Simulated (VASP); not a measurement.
# Be (P2_1/m) in VASP: further runs, part 2 of 2

VASP 6.6.1. Earlier steps stand in the parts before.

## (3) Single point, PBE+D3(BJ) (atoms displaced along a vibrational mode, the cell strained)

The input, INCAR:

```
ALGO = Fast
EDIFF = 1E-6
ENCUT = 520
GGA = PE
ISIF = 2
ISMEAR = 0
IVDW = 12
LASPH = True
LCHARG = False
LREAL = False
LWAVE = False
NBANDS = 9
NELM = 80
PREC = Accurate
SIGMA = 0.15
```

The input, KPOINTS:

```
k-points
0
Gamma
  24 24 12
```

The input, POSCAR:

```
Be
1.0
    2.2511737121      0.0000000000      0.0000000000
   -1.1255868561      1.9495736230      0.0000000000
    0.0000000000      0.0000000000      3.5585571504
Be
2
Direct
    0.3019449737      0.6666666667      0.2500000000
    0.6980550263      0.3333333333      0.7500000000
```

Potentials or basis: VASP PAW PBE potentials, release 64 (Be).

The run is started by

```bash
$ cat potpaw_PBE.64/Be/POTCAR > POTCAR
$ mpirun -np 1 vasp_std > vasp.out
```

OUTCAR:

```text
EDIFF = 1E-6
   ENCUT = 520
   GGA = PE
   ISIF = 2
   ISMEAR = 0
   IVDW = 12
   LASPH = True
   LREAL = False
   NELM = 80
   PREC = Accurate
 IVDW          = 12

 ion  position               nearest neighbor table
   1  0.302  0.667  0.250-   2 2.13   2 2.13   2 2.21   2 2.21   2 2.28   2 2.28
   2  0.698  0.333  0.750-   1 2.13   1 2.13   1 2.21   1 2.21   1 2.28   1 2.28

  LATTYP: Found a hexagonal cell.
 ALAT       =     2.2511737121
[... 482 lines left out ...]

------------------------ aborting loop because EDIFF is reached ----------------------------------------

 Edisp (eV)   -0.71933

 E8    (eV) :    -0.2492

  FORCE on cell =-STRESS in cart. coord.  units (eV):
  Direction    XX          YY          ZZ          XY          YZ          ZX
  --------------------------------------------------------------------------------------
  -------------------------------------------------------------------------------------
  Total      -0.56722    -0.51629    -0.54127     0.36618     0.00000     0.00000
  in kB     -58.18852   -52.96402   -55.52685    37.56478     0.00000     0.00000
  external pressure =      -55.56 kB  Pullay stress =        0.00 kB

 VOLUME and BASIS-vectors are now :
 -----------------------------------------------------------------------------
  energy-cutoff  :      520.00
  volume of cell :       15.62
      direct lattice vectors                 reciprocal lattice vectors
     2.251173712  0.000000000  0.000000000     0.444212721  0.256466334  0.000000000
    -1.125586856  1.949573623  0.000000000     0.000000000  0.512932668  0.000000000
     0.000000000  0.000000000  3.558557150     0.000000000  0.000000000  0.281012769

 POSITION                                       TOTAL-FORCE (eV/Angst)
 -----------------------------------------------------------------------------------
     -0.07066      1.29972      0.88964         0.500430      0.081908      0.000000
      1.19625      0.64986      2.66892        -0.500430     -0.081908      0.000000
 -----------------------------------------------------------------------------------
    total drift:                               -0.000000      0.000000      0.000000

  FREE ENERGIE OF THE ION-ELECTRON SYSTEM (eV)
  ---------------------------------------------------
  free  energy   TOTEN  =        -8.2154140270 eV

  energy  without entropy=       -8.2134293162  energy(sigma->0) =       -8.21442167
```

OSZICAR:

```text
N       E                     dE             d eps       ncg     rms          rms(c)
DAV:   1    -0.280253764717E+01   -0.28025E+01   -0.17944E+03 37052   0.366E+02
DAV:   2    -0.750832995362E+01   -0.47058E+01   -0.45873E+01 54981   0.543E+01
DAV:   3    -0.756289649754E+01   -0.54567E-01   -0.53938E-01 41299   0.383E+00
DAV:   4    -0.756297908711E+01   -0.82590E-04   -0.82584E-04 45198   0.155E-01
DAV:   5    -0.756297913280E+01   -0.45683E-07   -0.46505E-07 40672   0.353E-03    0.123E+00
RMM:   6    -0.751496083400E+01    0.48018E-01   -0.55773E-03 37216   0.796E-01    0.757E-01
RMM:   7    -0.749607687210E+01    0.18884E-01   -0.68644E-03 37958   0.792E-01    0.278E-02
RMM:   8    -0.749608169989E+01   -0.48278E-05   -0.37614E-04 41011   0.178E-01    0.111E-02
RMM:   9    -0.749608483010E+01   -0.31302E-05   -0.14100E-05 43315   0.252E-02    0.325E-03
RMM:  10    -0.749608273223E+01    0.20979E-05   -0.10127E-06 39733   0.736E-03    0.189E-03
RMM:  11    -0.749608202069E+01    0.71153E-06   -0.79556E-08 35766   0.245E-03
   1 F= -.82154140E+01 E0= -.82144217E+01  d E =-.198471E-02
```

Wall time 1.9 min (1 thread of Oxide Virtual Turin-like, shared host); peak memory 0.32 GiB.

Results:

* Free energy: -8.2154 eV
* Pressure: -5.6 GPa
* Largest force: 0.507 eV/Å
* Band gap on the k mesh: zero (bands 2 and 3 overlap by 2.14 eV)
* Dispersion energy per atom: -0.360 eV

Forces in eV/Å, atoms in the order of the input:
```
Be   0.500  0.082  0.000
Be  -0.500 -0.082  0.000
```

Stress tensor (GPa, compression positive):
```
-5.82  3.76  0.00
 3.76 -5.30  0.00
 0.00  0.00 -5.55
```

Caveat: the cell differs from its parent crystal (atoms displaced along a vibrational mode, the cell strained); the cell stands under tension.

## (4) Single point, PBE+D3(BJ) (atoms displaced along a vibrational mode, the cell strained)

The input, INCAR:

```
SYSTEM = Be
PREC = Accurate ; ENCUT = 520
EDIFF = 1E-6 ; ISMEAR = 0
SIGMA = 0.15 ; LREAL = .False.
LASPH = .True. ; NELM = 60
ALGO = Fast ; ISIF = 2
LWAVE = .False. ; LCHARG = .False.
GGA = PE ; IVDW = 12
NBANDS = 9
```

The input, KPOINTS:

```
Automatic mesh
0
Gamma
  24 24 12
  0 0 0
```

The input, POSCAR:

```
Be
1.0
    2.2511737121      0.0000000000      0.0000000000
   -1.1255868561      1.9495736230      0.0000000000
    0.0000000000      0.0000000000      3.5585571504
Be
2
Direct
    0.2862733755      0.6666666667      0.2500000000
    0.7137266245      0.3333333333      0.7500000000
```

The run is started by

```bash
$ cat potpaw_PBE.64/Be/POTCAR > POTCAR
$ mpirun -np 1 vasp_std > vasp.out
```

Run time: 1.8 min. Hardware: 1 thread of Oxide Virtual Turin-like, shared host; peak memory 0.32 GiB.

Results (log left out):

* Free energy: -8.1718 eV
* Pressure: -5.1 GPa
* Largest force: 0.756 eV/Å
* Band gap on the k mesh: zero (bands 2 and 3 overlap by 2.13 eV)
* Dispersion energy per atom: -0.360 eV

Forces in eV/Å, atoms in the order of the input:
```
Be   0.734  0.181  0.000
Be  -0.734 -0.181  0.000
```

Stress tensor (GPa, compression positive):
```
-6.28  5.32  0.00
 5.32 -5.15  0.00
 0.00  0.00 -3.81
```

Levels at points of the mesh, in eV from the Fermi level:
| k point | band 1 | band 2 | band 3 | band 4 | band 5 | band 6 |
| --- | --- | --- | --- | --- | --- | --- |
| (0.00, 0.00, 0.00) | -11.48 | -4.60 | 1.03 | 15.64 | 17.03 | 17.94 |
| (0.50, 0.00, 0.00) | -4.71 | -3.85 | 4.38 | 5.36 | 7.98 | 9.36 |
| (0.00, 0.50, 0.00) | -5.10 | -3.19 | 3.53 | 6.49 | 6.72 | 9.81 |
| (0.50, 0.50, 0.00) | -5.39 | -2.47 | 2.94 | 5.50 | 7.51 | 9.53 |
| (0.00, 0.00, 0.50) | -9.32 | -9.32 | 10.60 | 10.60 | 17.68 | 17.68 |
| (0.50, 0.00, 0.50) | -3.89 | -3.89 | 1.96 | 1.96 | 12.08 | 12.08 |
| (0.00, 0.50, 0.50) | -3.72 | -3.72 | 1.57 | 1.57 | 11.97 | 11.97 |
| (0.50, 0.50, 0.50) | -3.45 | -3.45 | 1.00 | 1.00 | 12.05 | 12.05 |

Caveat: the cell differs from its parent crystal (atoms displaced along a vibrational mode, the cell strained); the cell stands under tension.

## (5) Summary

| cell | further INCAR settings | gap on the mesh (eV) | pressure (GPa) | largest force (eV/Å) |
| --- | --- | --- | --- | --- |
| as given, atomic positions A | ALGO = Fast; EDIFF = 1e-07; NBANDS = 9 | none | -4.4 | 1.00 |
| as given, atomic positions B | ALGO = Fast; EDIFF = 1e-06; NBANDS = 9 | none | -5.6 | 0.51 |
| as given, atomic positions C | ALGO = Fast; EDIFF = 1e-06; NBANDS = 9 | none | -5.1 | 0.76 |

Alike in all rows: task single point; level PBE+D3(BJ); potentials or basis VASP PAW PBE potentials, release 64 (Be); no spin polarisation; k mesh 24 × 24 × 12; cutoff (eV) 520; smearing gaussian 0.15 eV.

Caveats: the cell stands under tension (at least some runs); the stress differs along the axes, from -7 to -1 GPa (at least some runs).

Absolute energies hang on the potentials; compare differences alone.
